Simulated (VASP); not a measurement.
# Al2Ru (I4/mmm) in VASP: vibrations by perturbation theory with PBEsol

Aim: the vibrations by perturbation theory of Al2Ru with PBEsol.

Everything below comes from runs of VASP 6.6.1. Logs are shortened: lines on timing, memory, paths and dates and some standing lists are left out, and cuts for length are marked.

## Step 1: The cell of the first run

It takes space group I4/mmm (No. 139, tetragonal). The conventional cell has a = 3.098 Å, b = 3.098 Å, c = 8.333 Å, α = 90.00°, β = 90.00°, γ = 90.00°. Within 3.4 Å of Al (site symmetry 4mm) lie 5 Ru at 2.56 to 2.84 Å and 9 Al at 2.66 to 3.10 Å. Within 3.4 Å of Ru (site symmetry 4/mmm) lie 10 Al at 2.56 to 2.84 Å and 4 Ru at 3.10 Å.

## Step 2: Vibrations by perturbation theory, PBEsol

INCAR

```
ALGO = Normal
EDIFF = 1E-8
ENCUT = 520
GGA = PS
IBRION = 8
ISIF = 2
ISMEAR = -1
KPAR = 4
LASPH = True
LCHARG = False
LREAL = False
LWAVE = False
NBANDS = 17
NELM = 60
NSW = 1
PREC = Accurate
SIGMA = 0.15
```

KPOINTS

```
k-points
0
Gamma
  18 18 18
```

POSCAR

```
Al2Ru
1.0
   -1.5490206608      1.5490206608      4.1667370043
    1.5490206608     -1.5490206608      4.1667370043
    1.5490206608      1.5490206608     -4.1667370043
Al Ru
2 1
Direct
    0.6595213598      0.6595213598      0.0000000000
    0.3404786402      0.3404786402      0.0000000000
    0.0000000000      0.0000000000      0.0000000000
```

Potentials or basis: VASP PAW PBE potentials, release 64 (Al, Ru_pv).

Command:

```console
$ cat potpaw_PBE.64/Al/POTCAR potpaw_PBE.64/Ru_pv/POTCAR > POTCAR
$ mpirun -np 4 vasp_std > vasp.out
```

OUTCAR:

```text
EDIFF = 1E-8
   ENCUT = 520
   GGA = PS
   IBRION = 8
   ISIF = 2
   ISMEAR = -1
   LASPH = True
   LREAL = False
   NELM = 60
   NSW = 1
   PREC = Accurate

 ion  position               nearest neighbor table
   1  0.660  0.660  0.000-   3 2.56   3 2.56   3 2.56   3 2.56   2 2.66   2 2.66   2 2.66   2 2.66
                             2 2.66   3 2.84
   2  0.340  0.340  0.000-   3 2.56   3 2.56   3 2.56   3 2.56   1 2.66   1 2.66   1 2.66   1 2.66
                             1 2.66   3 2.84
   3  0.000  0.000  0.000-   1 2.56   1 2.56   2 2.56   2 2.56   1 2.56   1 2.56   2 2.56   2 2.56
                             1 2.84   2 2.84

  LATTYP: Found a body centered tetragonal cell.
 ALAT       =     3.0980413216
 C/A-ratio  =     2.6899169971

  Lattice vectors:

 A1 = (  -1.5490206608,   1.5490206608,   4.1667370043)
 A2 = (   1.5490206608,  -1.5490206608,   4.1667370043)
 A3 = (   1.5490206608,   1.5490206608,  -4.1667370043)

Analysis of symmetry for initial positions (statically):
=====================================================================
 Subroutine PRICEL returns:
 Original cell was already a primitive cell.

 Routine SETGRP: Setting up the symmetry group for a
 body centered tetragonal supercell.

 Subroutine GETGRP returns: Found 16 space group operations
 (whereof 16 operations were pure point group operations)
 out of a pool of 16 trial point group operations.

The static configuration has the point symmetry D_4h.

Analysis of symmetry for dynamics (positions and initial velocities):
=====================================================================
 Subroutine PRICEL returns:
 Original cell was already a primitive cell.

 Routine SETGRP: Setting up the symmetry group for a
 body centered tetragonal supercell.

 Subroutine GETGRP returns: Found 16 space group operations
 (whereof 16 operations were pure point group operations)
 out of a pool of 16 trial point group operations.

The dynamic configuration has the point symmetry D_4h.

 Subroutine INISYM returns: Found 16 space group operations
 (whereof 16 operations are pure point group operations),
 and found     1 'primitive' translations

----------------------------------------------------------------------------------------

                                     Primitive cell

  volume of cell :      39.9918

  direct lattice vectors                    reciprocal lattice vectors
    -1.549020661  1.549020661  4.166737004     0.000000000  0.322784591  0.119997974
     1.549020661 -1.549020661  4.166737004     0.322784591  0.000000000  0.119997974
     1.549020661  1.549020661 -4.166737004     0.322784591  0.322784591  0.000000000

  length of vectors
     4.707507544  4.707507544  4.707507544     0.344368125  0.344368125  0.456486346

  position of ions in fractional coordinates (direct lattice)
     0.659521360  0.659521360  0.000000000
     0.340478640  0.340478640  0.000000000
     0.000000000  0.000000000  0.000000000

  ion indices of the primitive-cell ions
   primitive index   ion index
                 1           1
                 2           2
                 3           3

----------------------------------------------------------------------------------------

 KPOINTS: k-points

Automatic generation of k-mesh.
 Grid dimensions read from file:
 generate k-points for:   18   18   18

 Generating k-lattice:

  Cartesian coordinates                     Fractional coordinates (reciprocal lattice)
     0.000000000  0.017932477  0.006666554     0.055555556 -0.000000000  0.000000000
     0.017932477  0.000000000  0.006666554    -0.000000000  0.055555556  0.000000000
     0.017932477  0.017932477  0.000000000     0.000000000  0.000000000  0.055555556

  Length of vectors
     0.019131563  0.019131563  0.025360353

  Shift w.r.t. Gamma in fractional coordinates (k-lattice)
     0.000000000  0.000000000  0.000000000

 Subroutine IBZKPT returns following result:
 ===========================================

 Found    480 irreducible k-points:

 Following reciprocal coordinates:
            Coordinates               Weight
[... 45 lines left out ...]
   EDIFFG = 0.1E-06   stopping-criterion for IOM
   NSW    =      1    number of steps for IOM
   IBRION =      8    ionic relax: 0-MD 1-quasi-New 2-CG
   NFREE  =      0    steps in history (QN), initial steepest desc. (CG)
   ISIF   =      2    stress and relaxation
   ISYM   =      2    0-nonsym 1-usesym 2-fastsym
   POTIM  = 0.5000    time-step for ionic-motion
   TEBEG  =    0.0;   TEEND  =   0.0 temperature during run
   PSTRESS=    0.0 pullay stress
   NELECT =      20.0000    total number of electrons
   NUPDOWN=      -1.0000    fix difference up-down
   EMIN   =  10.00;   EMAX   =-10.00  energy-range for DOS
   EFERMI =   0.00;   METHOD = LEGACY
   ISMEAR =    -1;   SIGMA  =   0.15  broadening in eV -4-tet -1-fermi 0-gaus
   EFERMI_NEDOS =   21; number of points for ismear=-14 and -15
   IALGO  =     38    algorithm
   IMIX   =      4    mixing-type and parameters
     AMIX     =   0.40;   BMIX     =  1.00
     AMIX_MAG =   1.60;   BMIX_MAG =  1.00
  volume/ion in A,a.u.               =      13.33        89.96
  Fermi-wavevector in a.u.,A,eV,Ry     =   1.299455  2.455614 22.974579  1.688584
  Thomas-Fermi vector in A             =   2.430718
   LORBIT       =      0    0 simple, 1 ext, 2 COOP (PROOUT), +10 PAW based schemes
   GGA     = PS    functional components
   LHFCALC =     F    Hartree Fock is set to
   AEXX    =    0.0000 exact exchange contribution
   IVDW    =     0    specifies the selected vdW correction
   LEPSILON=     F    determine dielectric tensor
   LRPA    =     F    only Hartree local field effects (RPA)
 non-spin polarized calculation
  energy-cutoff  :      520.00
  volume of cell :       39.99
 maximum number of plane-waves:      1094
   NGX = 17   NGY = 17   NGZ = 17

--------------------------------------- Ionic step        1  -------------------------------------------

 number of electron      20.0000001 magnetization

 Free energy of the ion-electron system (eV)
  ---------------------------------------------------
  ext. energy  EPLUGINS =         0.00000000
  ---------------------------------------------------
  free energy    TOTEN  =       -20.32748281 eV

  energy without entropy =      -20.28836401  energy(sigma->0) =      -20.30792341

 E-fermi :  10.8201     XC(G=0): -12.1523

 val. band max:       10.8117821458   @ k =   0.3333   0.1667   0.1667
 cond. band min:      10.8544422821   @ k =  -0.2222   0.1667  -0.0000
 fundamental gap:      0.0426601363
 Fermi energy:        10.8200845761

 k-point     1 :       0.0000    0.0000    0.0000
  band No.  band energies     occupation
      1     -31.6713      2.00000
      2     -31.6713      2.00000
      3     -31.6070      2.00000
      4      -0.2130      2.00000
      5       5.3361      2.00000
      6       6.9591      2.00000
[... 457 lines left out ...]
      4       0.7119      2.00000
      5       5.8388      2.00000
      6       7.0294      2.00000
[... 9 lines left out ...]
     16      19.2469      0.00000
     17      21.9737      0.00000

 [... further k-points ...]

------------------------ aborting loop because EDIFF is reached ----------------------------------------

  FORCE on cell =-STRESS in cart. coord.  units (eV):
  Direction    XX          YY          ZZ          XY          YZ          ZX
  --------------------------------------------------------------------------------------
  -------------------------------------------------------------------------------------
  Total        1.2677916      1.2677916      1.2728589      0.0000000      0.0000000      0.0000000
  in kB       50.7911372     50.7911372     50.9941483      0.0000000      0.0000000      0.0000000
  external PRESSURE =      50.8588076 kB  Pullay stress =       0.0000000 kB

 VOLUME and BASIS-vectors are now :
 -----------------------------------------------------------------------------
  energy-cutoff  :      520.00
  volume of cell :       39.99
      direct lattice vectors                 reciprocal lattice vectors
    -1.549020661  1.549020661  4.166737004     0.000000000  0.322784591  0.119997974
     1.549020661 -1.549020661  4.166737004     0.322784591  0.000000000  0.119997974
     1.549020661  1.549020661 -4.166737004     0.322784591  0.322784591  0.000000000

 POSITION                                       TOTAL-FORCE (eV/Angst)
 -----------------------------------------------------------------------------------
      0.00000      0.00000      5.49610         0.000000      0.000000      0.000611
      0.00000      0.00000      2.83737        -0.000000     -0.000000     -0.000611
      0.00000      0.00000      0.00000        -0.000000     -0.000000     -0.000000
 -----------------------------------------------------------------------------------
    total drift:                                0.000000     -0.000000     -0.000000

  FREE ENERGIE OF THE ION-ELECTRON SYSTEM (eV)
  ---------------------------------------------------
  free  energy   TOTEN  =       -20.3274828071 eV

  energy  without entropy=      -20.2883640083  energy(sigma->0) =      -20.30792341

[... ionic steps 2 to 9 ...]

--------------------------------------- Ionic step       10  -------------------------------------------

------------------------ aborting loop because EDIFF is reached ----------------------------------------

[... ionic steps 11 to 11 ...]

--------------------------------------- Ionic step       12  -------------------------------------------

 Free energy of the ion-electron system (eV)
  ---------------------------------------------------
  ---------------------------------------------------
  free energy    TOTEN  =        -0.69884610 eV

  energy without entropy =       -0.69884611

------------------------ aborting loop because EDIFF is reached ----------------------------------------

 INTERNAL STRAIN TENSOR  FOR ION    3  DIRECTION 3   (eV/Angst):
 -----------------------------------------------------------------------------
    -0.00206  0.00000  0.00000
     0.00000 -0.00206  0.00000
     0.00000  0.00000  0.00530

 INTERNAL STRAIN TENSOR FOR ION    3 for displacements in x,y,z  (eV/Angst):
          X           Y           Z          XY          YZ          ZX
  --------------------------------------------------------------------------------
  x     0.00000     0.00000     0.00000     0.00000     0.00000     0.00000
  y     0.00000     0.00000     0.00000     0.00000     0.00000     0.00000
  z     0.00000     0.00000     0.00000     0.00000     0.00000     0.00000

 SECOND DERIVATIVES (NOT SYMMETRIZED)
 ------------------------------------
               1X          1Y          1Z          2X          2Y          2Z          3X          3Y          3Z
  1X    -8.433375    0.000000    0.000000    3.525656    0.000000    0.000000    4.907719    0.000000    0.000000
  1Y     0.000000   -8.433375    0.000000   -0.000000    3.525656    0.000000    0.000000    4.907719    0.000000
  1Z     0.000000    0.000000  -12.793350    0.000000    0.000000    8.201152    0.000000    0.000000    4.592198
  2X     3.525656    0.000000    0.000000   -8.433375    0.000000    0.000000    4.907719    0.000000    0.000000
  2Y    -0.000000    3.525656    0.000000    0.000000   -8.433375    0.000000    0.000000    4.907719    0.000000
  2Z     0.000000    0.000000    8.201152    0.000000    0.000000  -12.793350    0.000000    0.000000    4.592198
  3X     4.910266    0.000000    0.000000    4.910266    0.000000    0.000000   -9.820532    0.000000    0.000000
  3Y     0.000000    4.910266    0.000000    0.000000    4.910266    0.000000    0.000000   -9.820532    0.000000
  3Z     0.000000    0.000000    4.594150   -0.000000   -0.000000    4.594150    0.000000    0.000000   -9.188300

 Eigenvectors and eigenvalues of the dynamical matrix
 ----------------------------------------------------

   1 f  =   13.790325 THz    86.647167 2PiTHz  459.995726 cm-1    57.032176 meV
             X         Y         Z           dx          dy          dz
      0.000000  0.000000  5.496104    -0.000000    0.000000   -0.707107
      0.000000  0.000000  2.837370    -0.000000   -0.000000    0.707107
      0.000000  0.000000  0.000000    -0.000000   -0.000000   -0.000000
[... 43 lines left out ...]
   9 f/i=    0.001021 THz     0.006414 2PiTHz    0.034049 cm-1     0.004222 meV
             X         Y         Z           dx          dy          dz
      0.000000  0.000000  5.496104     0.052597    0.413917   -0.000000
      0.000000  0.000000  2.837370     0.052597    0.413917   -0.000000
      0.000000  0.000000  0.000000     0.101772    0.800909   -0.000000

--------------------------------------------------------------------------------------------------------

 ELASTIC MODULI CONTR FROM IONIC RELAXATION (kBar)
 Direction    XX          YY          ZZ          XY          YZ          ZX
 --------------------------------------------------------------------------------
 XX          -2.1786     -2.1786     34.2113      0.0000     -0.0000     -0.0000
 YY          -2.1786     -2.1786     34.2113      0.0000     -0.0000     -0.0000
 ZZ          34.2113     34.2113   -537.2299      0.0000      0.0000      0.0000
 XY           0.0000      0.0000      0.0000      0.0000      0.0000      0.0000
 YZ          -0.0000     -0.0000      0.0000      0.0000     -0.0034     -0.0000
 ZX          -0.0000     -0.0000      0.0000      0.0000     -0.0000     -0.7362
 --------------------------------------------------------------------------------
```

Run time: 39 min. Hardware: 4 MPI ranks of Oxide Virtual Turin-like, shared host; peak memory 2 GiB.

What came out:

```yaml
Highest_phonon_frequency_at_Γ: 460 cm⁻¹
```

Phonon frequencies in cm⁻¹ (negative: imaginary):
```
              q point                    frequencies
(0.000, 0.000, 0.000)  0 0 0 266 275 275 347 347 460
```

Caveat: the cell stands under pressure or tension, which shifts response properties; the PAW data sets were made with another functional, which shifts forces and pressure a little.
